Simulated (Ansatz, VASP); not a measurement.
## Ba3Re in VASP and in Ansatz

```
Ba Re
1.0
     5.18769    0.00000    0.00000
     0.00000    5.18769    0.00000
     0.00000    0.00000    5.18769
Ba Re
3 1
Direct
  0.00000 0.50000 0.50000
  0.50000 0.00000 0.50000
  0.50000 0.50000 0.00000
  0.00000 0.00000 0.00000
```

Alike in both runs: functional PBE; k mesh 10 × 10 × 10; occupations gaussian, width 0.1 eV; no spin polarisation.

Ansatz relaxed the structure, and its values are those at the end. VASP's run is a single point on that final structure, the one shown.

```csv
,VASP,Ansatz
version,VASP 6.6.1,Ansatz 0.2.0
potentials or method,"VASP PAW PBE potentials, release 64 (Ba_sv, Re), cutoff 520 eV","scalar-relativistic, plane waves, PAW"
valence electrons in the cell,37,45
```

```csv
,VASP,Ansatz,Ansatz less VASP
gap on the k mesh at the Fermi level (eV),none,none,-
pressure (GPa),0.9,0.0,-0.94
```

A gap of «none» marks a metal or a gap that the smearing closes. With one functional, cell and mesh, what is left measures potentials, basis and numerics. VASP's potentials hold 37 valence electrons a cell and Ansatz's 45, so a difference there can come from the potentials and not from the codes.

Neither program's run includes spin-orbit coupling.
